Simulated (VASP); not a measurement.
# BaTiO3 (Pm-3m) in VASP: notebook

Runs on BaTiO3. Level: PBE. Tasks: single point.

Everything below comes from runs of VASP 6.6.1. Logs are shortened: lines on timing, memory, paths and dates and some standing lists are left out, and cuts for length are marked.

**1. The cell of the first run**

Symmetry: Pm-3m, No. 221, cubic system. The conventional cell has a = 4.006 Å, b = 4.006 Å, c = 4.006 Å, α = 90.00°, β = 90.00°, γ = 90.00°. Within 3.7 Å of Ba (site symmetry m-3m) lie 12 O at 2.83 Å and 8 Ti at 3.47 Å. Within 2.7 Å of Ti (site symmetry m-3m) lie 6 O at 2.00 Å. O (site symmetry 4/mmm) has 2 Ti at 2.00 Å within 2.7 Å.

**2. Single point, PBE**

Contents of INCAR:

```
SYSTEM = BaTiO3
PREC     = Accurate       ! precision mode
ENCUT    = 520            ! plane-wave cutoff, eV
EDIFF    = 1E-6           ! SCF threshold, eV
ISMEAR   = 0              ! smearing method
SIGMA    = 0.01           ! smearing width, eV
LREAL    = .False.        ! projectors in reciprocal space
LASPH    = .True.         ! aspherical terms in the spheres
NELM     = 60             ! most SCF steps
ALGO     = Normal         ! electronic algorithm
ISIF     = 2              ! what is computed and relaxed
LWAVE    = .False.        ! write WAVECAR
LCHARG   = .True.         ! write CHGCAR
GGA      = PE             ! functional
LELF     = .True.         ! ELF
LVHAR    = .True.       
NBANDS   = 28             ! bands
```

Contents of KPOINTS:

```
Automatic mesh
0
Gamma
  2 2 2
  0 0 0
```

Contents of POSCAR:

```
BaTiO3
1.0
    4.0060000000      0.0000000000      0.0000000000
    0.0000000000      4.0060000000      0.0000000000
    0.0000000000      0.0000000000      4.0060000000
Ba Ti O
1 1 3
Direct
    0.5000000000      0.5000000000      0.5000000000
    0.0000000000      0.0000000000      0.0000000000
    0.5000000000      0.0000000000      0.0000000000
    0.0000000000      0.5000000000      0.0000000000
    0.0000000000      0.0000000000      0.5000000000
```

Potentials or basis: VASP PAW PBE potentials, release 64 (Ba_sv, Ti_sv, O).

The run is started by

```bash
cat potpaw_PBE.64/Ba_sv/POTCAR potpaw_PBE.64/Ti_sv/POTCAR potpaw_PBE.64/O/POTCAR > POTCAR
mpirun -np 1 vasp_std > vasp.out
```

OUTCAR:

```text
SYSTEM = BaTiO3
   PREC = Accurate
   ENCUT = 520
   EDIFF = 1E-6
   ISMEAR = 0
   LREAL = .False.
   LASPH = .True.
   NELM = 60
   ISIF = 2
   GGA = PE

 ion  position               nearest neighbor table
   1  0.500  0.500  0.500-   3 2.83   4 2.83   5 2.83   3 2.83   4 2.83   3 2.83   5 2.83   3 2.83
                             4 2.83   5 2.83   4 2.83   5 2.83   2 3.47   2 3.47   2 3.47   2 3.47
   2  0.000  0.000  0.000-   3 2.00   4 2.00   5 2.00   5 2.00   4 2.00   3 2.00   1 3.47   1 3.47
                             1 3.47   1 3.47   1 3.47   1 3.47   1 3.47   1 3.47
   3  0.500  0.000  0.000-   2 2.00   2 2.00   1 2.83   1 2.83   1 2.83   1 2.83
   4  0.000  0.500  0.000-   2 2.00   2 2.00   1 2.83   1 2.83   1 2.83   1 2.83
   5  0.000  0.000  0.500-   2 2.00   2 2.00   1 2.83   1 2.83   1 2.83   1 2.83

  LATTYP: Found a simple cubic cell.
 ALAT       =     4.0060000000

  Lattice vectors:

 A1 = (   4.0060000000,   0.0000000000,   0.0000000000)
 A2 = (   0.0000000000,   4.0060000000,   0.0000000000)
 A3 = (   0.0000000000,   0.0000000000,   4.0060000000)

Analysis of symmetry for initial positions (statically):
=====================================================================
 Subroutine PRICEL returns:
 Original cell was already a primitive cell.

 Routine SETGRP: Setting up the symmetry group for a
 simple cubic supercell.

 Subroutine GETGRP returns: Found 48 space group operations
 (whereof 48 operations were pure point group operations)
 out of a pool of 48 trial point group operations.

The static configuration has the point symmetry O_h .

Analysis of symmetry for dynamics (positions and initial velocities):
=====================================================================
 Subroutine PRICEL returns:
 Original cell was already a primitive cell.

 Routine SETGRP: Setting up the symmetry group for a
 simple cubic supercell.

 Subroutine GETGRP returns: Found 48 space group operations
 (whereof 48 operations were pure point group operations)
 out of a pool of 48 trial point group operations.

The dynamic configuration has the point symmetry O_h .

 Subroutine INISYM returns: Found 48 space group operations
 (whereof 48 operations are pure point group operations),
 and found     1 'primitive' translations

----------------------------------------------------------------------------------------

                                     Primitive cell

  volume of cell :      64.2884
[... 75 lines left out ...]
   LREAL  =      F    real-space projection
   EDIFFG = 0.1E-04   stopping-criterion for IOM
   NSW    =      0    number of steps for IOM
   IBRION =     -1    ionic relax: 0-MD 1-quasi-New 2-CG
   NFREE  =      0    steps in history (QN), initial steepest desc. (CG)
   ISIF   =      2    stress and relaxation
   ISYM   =      2    0-nonsym 1-usesym 2-fastsym
   POTIM  = 0.5000    time-step for ionic-motion
   TEBEG  =    0.0;   TEEND  =   0.0 temperature during run
   PSTRESS=    0.0 pullay stress
   NELECT =      40.0000    total number of electrons
   NUPDOWN=      -1.0000    fix difference up-down
   EMIN   =  10.00;   EMAX   =-10.00  energy-range for DOS
   EFERMI =   0.00;   METHOD = LEGACY
   ISMEAR =     0;   SIGMA  =   0.01  broadening in eV -4-tet -1-fermi 0-gaus
   EFERMI_NEDOS =   21; number of points for ismear=-14 and -15
   IALGO  =     38    algorithm
   IMIX   =      4    mixing-type and parameters
     AMIX     =   0.40;   BMIX     =  1.00
     AMIX_MAG =   1.60;   BMIX_MAG =  1.00
  volume/ion in A,a.u.               =      12.86        86.77
  Fermi-wavevector in a.u.,A,eV,Ry     =   1.397603  2.641087 26.576187  1.953295
  Thomas-Fermi vector in A             =   2.520843
   LORBIT       =      0    0 simple, 1 ext, 2 COOP (PROOUT), +10 PAW based schemes
   GGA     = PE    functional components
   LHFCALC =     F    Hartree Fock is set to
   AEXX    =    0.0000 exact exchange contribution
   IVDW    =     0    specifies the selected vdW correction
   LEPSILON=     F    determine dielectric tensor
   LRPA    =     F    only Hartree local field effects (RPA)
 non-spin polarized calculation
 Gauss-broadening in eV      SIGMA  =   0.01
  energy-cutoff  :      520.00
  volume of cell :       64.29
 maximum number of plane-waves:      1750
 NGX is ok and might be reduce to    30
   NGX = 15   NGY = 15   NGZ = 15

 number of electron      39.9999976 magnetization

 Free energy of the ion-electron system (eV)
  ---------------------------------------------------
  ext. energy  EPLUGINS =         0.00000000
  ---------------------------------------------------
  free energy    TOTEN  =       -39.18537541 eV

  energy without entropy =      -39.18537541  energy(sigma->0) =      -39.18537541

 E-fermi :   4.1065     XC(G=0): -11.2454

 val. band max:        3.9381174509   @ k =   0.5000   0.5000   0.5000
 cond. band min:       5.2887077492   @ k =   0.0000   0.0000   0.0000
 fundamental gap:      1.3505902983
 Fermi energy:         4.1064520128

 k-point     1 :       0.0000    0.0000    0.0000
  band No.  band energies     occupation
      1     -53.2246      2.00000
      2     -29.4127      2.00000
      3     -29.4127      2.00000
      4     -29.4127      2.00000
      5     -20.9774      2.00000
      6     -12.9686      2.00000
[... 113 lines left out ...]
     27      11.2611      0.00000
     28      11.2611      0.00000

------------------------ aborting loop because EDIFF is reached ----------------------------------------

  FORCE on cell =-STRESS in cart. coord.  units (eV):
  Direction    XX          YY          ZZ          XY          YZ          ZX
  --------------------------------------------------------------------------------------
  -------------------------------------------------------------------------------------
  Total        2.3695744      2.3695744      2.3695744     -0.0000000      0.0000000      0.0000000
  in kB       59.0538335     59.0538335     59.0538335     -0.0000000      0.0000000      0.0000000
  external PRESSURE =      59.0538335 kB  Pullay stress =       0.0000000 kB

 VOLUME and BASIS-vectors are now :
 -----------------------------------------------------------------------------
  energy-cutoff  :      520.00
  volume of cell :       64.29
      direct lattice vectors                 reciprocal lattice vectors
     4.006000000  0.000000000  0.000000000     0.249625562  0.000000000  0.000000000
     0.000000000  4.006000000  0.000000000     0.000000000  0.249625562  0.000000000
     0.000000000  0.000000000  4.006000000     0.000000000  0.000000000  0.249625562

 POSITION                                       TOTAL-FORCE (eV/Angst)
 -----------------------------------------------------------------------------------
      2.00300      2.00300      2.00300         0.000000      0.000000      0.000000
      0.00000      0.00000      0.00000         0.000000      0.000000      0.000000
      2.00300      0.00000      0.00000         0.000000      0.000000      0.000000
      0.00000      2.00300      0.00000         0.000000      0.000000      0.000000
      0.00000      0.00000      2.00300         0.000000      0.000000      0.000000
 -----------------------------------------------------------------------------------
    total drift:                                0.000000     -0.000000      0.000000

  FREE ENERGIE OF THE ION-ELECTRON SYSTEM (eV)
  ---------------------------------------------------
  free  energy   TOTEN  =       -39.1853754076 eV

  energy  without entropy=      -39.1853754076  energy(sigma->0) =      -39.18537541
```

stdout:

```text
POSCAR found type information on POSCAR BaTiO
 POSCAR found :  3 types and       5 ions
 scaLAPACK will be used
 LDA part: xc-table for (Slater+PW92), standard interpolation
 POSCAR, INCAR and KPOINTS ok, starting setup
 FFT: planning ... GRIDC
 FFT: planning ... GRID_SOFT
 FFT: planning ... GRID
 WAVECAR not read
 entering main loop
```

Wall time 7.6 s (1 thread of Intel Xeon 6975P-C (Granite Rapids), shared host); peak memory 0.16 GiB.

Results:

```yaml
Free_energy: -39.1854 eV
Pressure: 5.9 GPa
Band_gap_on_the_k_mesh: 1.35 eV, indirect (least direct gap 1.50 eV)
```

Caveat: the k points lie up to 0.78 Å⁻¹ apart; spin-orbit coupling is left out, which moves the levels of the heavy elements.

**3. Single point, PBE**

Contents of INCAR:

```
SYSTEM = BaTiO3
  PREC = Accurate
  ENCUT = 520
  EDIFF = 1E-7
  ISMEAR = 0
  SIGMA = 0.01
  LREAL = .FALSE.
  LASPH = .TRUE.
  NELM = 80
  ALGO = Normal
  ISIF = 2
  LWAVE = .FALSE.
  LCHARG = .FALSE.
  GGA = PE
  NBANDS = 28
```

Contents of KPOINTS:

```
regular mesh
0
G
  4 4 4
  0 0 0
```

POSCAR is that of step 2.

Potentials or basis: VASP PAW PBE potentials, release 64 (Ba_sv, Ti_sv, O).

The run is started by

```bash
cat potpaw_PBE.64/Ba_sv/POTCAR potpaw_PBE.64/Ti_sv/POTCAR potpaw_PBE.64/O/POTCAR > POTCAR
mpirun -np 1 vasp_std > vasp.out
```

It took 14 s on 1 thread of Intel Xeon 6975P-C (Granite Rapids), shared host; peak memory 0.17 GiB.

It converged, with:

- Free energy: -39.9536 eV
- Pressure: 3.5 GPa
- Band gap on the k mesh: 1.72 eV, indirect (least direct gap 1.87 eV)

Levels at points of the mesh, in eV from the valence-band top:
| k point | band 17 | band 18 | band 19 | band 20 | band 21 | band 22 | band 23 | band 24 |
| --- | --- | --- | --- | --- | --- | --- | --- | --- |
| (0.00, 0.00, 0.00) | -1.09 | -0.15 | -0.15 | -0.15 | 1.72 | 1.72 | 1.72 | 3.86 |
| (0.50, 0.00, 0.00) | -1.83 | -1.83 | -0.72 | -0.72 | 1.88 | 3.45 | 3.45 | 3.87 |
| (0.50, 0.50, 0.00) | -1.72 | -0.87 | -0.87 | -0.09 | 3.46 | 3.46 | 3.87 | 4.72 |
| (0.50, 0.50, 0.50) | -2.41 | 0.00 | 0.00 | 0.00 | 4.12 | 4.12 | 4.12 | 6.71 |

Caveat: spin-orbit coupling is left out, which moves the levels of the heavy elements. A k mesh can miss the band edges.

**4. Single point, PBE**

Contents of INCAR:

```
SYSTEM = BaTiO3
PREC = Accurate ; ENCUT = 520
EDIFF = 1E-7 ; ISMEAR = 0
SIGMA = 0.01 ; LREAL = .False.
LASPH = .True. ; NELM = 60
ALGO = Normal ; ISIF = 2
LWAVE = .False. ; LCHARG = .False.
GGA = PE ; NBANDS = 28
```

Contents of KPOINTS:

```
Automatic mesh
0
Gamma
  8 8 8
  0 0 0
```

POSCAR is that of step 3.

The run is started by

```bash
cat potpaw_PBE.64/Ba_sv/POTCAR potpaw_PBE.64/Ti_sv/POTCAR potpaw_PBE.64/O/POTCAR > POTCAR
mpirun -np 1 vasp_std > vasp.out
```

Wall time 39 s (1 thread of Intel Xeon 6975P-C (Granite Rapids), shared host); peak memory 0.2 GiB.

It converged, with:

| Property | Result |
| --- | --- |
| Free energy | -39.9708 eV |
| Pressure | 3.4 GPa |
| Band gap on the k mesh | 1.74 eV, indirect (least direct gap 1.89 eV) |

Levels at points of the mesh, in eV from the valence-band top:
```tsv
k point	band 18	band 19	band 20	band 21	band 22	band 23
(0.00, 0.00, 0.00)	-0.15	-0.15	-0.15	1.74	1.74	1.74
(0.50, 0.00, 0.00)	-1.83	-0.71	-0.71	1.90	3.47	3.47
(0.50, 0.50, 0.00)	-0.87	-0.87	-0.09	3.48	3.48	3.89
(0.50, 0.50, 0.50)	0.00	0.00	0.00	4.14	4.14	4.14
```

Caveat: spin-orbit coupling is left out, which moves the levels of the heavy elements. A k mesh can miss the band edges.

**5. Summary**

| k mesh | gap on the mesh (eV) | pressure (GPa) |
| --- | --- | --- |
| 2 × 2 × 2 | 1.35 | 5.9 |
| 4 × 4 × 4 | 1.72 | 3.5 |
| 8 × 8 × 8 | 1.74 | 3.4 |

Alike in all rows: task single point; level PBE; potentials or basis VASP PAW PBE potentials, release 64 (Ba_sv, Ti_sv, O); no spin polarisation; cell as given; cutoff (eV) 520; smearing gaussian 0.01 eV.

Caveats: some runs use coarse meshes; spin-orbit coupling is left out, which moves the levels of the heavy elements.

Absolute energies hang on the potentials; compare differences alone.
